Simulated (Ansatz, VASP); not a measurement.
SiO2: VASP beside Ansatz

```
Si O
1.0
     4.44350    0.00000    0.00000
     0.00000    4.44350    0.00000
     0.00000    0.00000    2.73764
Si O
2 4
Direct
  0.50000 0.50000 0.50000
  0.00000 0.00000 0.00000
  0.69301 0.69301 0.00000
  0.19301 0.80699 0.50000
  0.30699 0.30699 0.00000
  0.80699 0.19301 0.50000
```

Alike in both runs: task single point; functional PBE; k mesh 6 × 6 × 10; occupations gaussian, width 0.05 eV; no spin polarisation.

|  | VASP | Ansatz |
| --- | --- | --- |
| version | VASP 6.6.1 | Ansatz 0.2.0 |
| potentials or method | VASP PAW PBE potentials, release 64 (Si, O), cutoff 520 eV | scalar-relativistic, plane waves, PAW |
| valence electrons in the cell | 32 | 32 |

```csv
,VASP,Ansatz,Ansatz less VASP
gap on the k mesh at the Fermi level (eV),3.31,3.33,+0.025
least direct gap on the mesh (eV),3.31,3.33,+0.025
pressure (GPa),-25.1,-25.3,-0.24
"traceless stress, the component that is largest in VASP (GPa)",2.79,2.34,-0.451
rms of the force components (eV/Å),0.466,0.478,+0.0117
```

Atom by atom the forces differ by 0.012 eV/Å (rms over components). With one functional, cell and mesh, what is left measures potentials, basis and numerics.
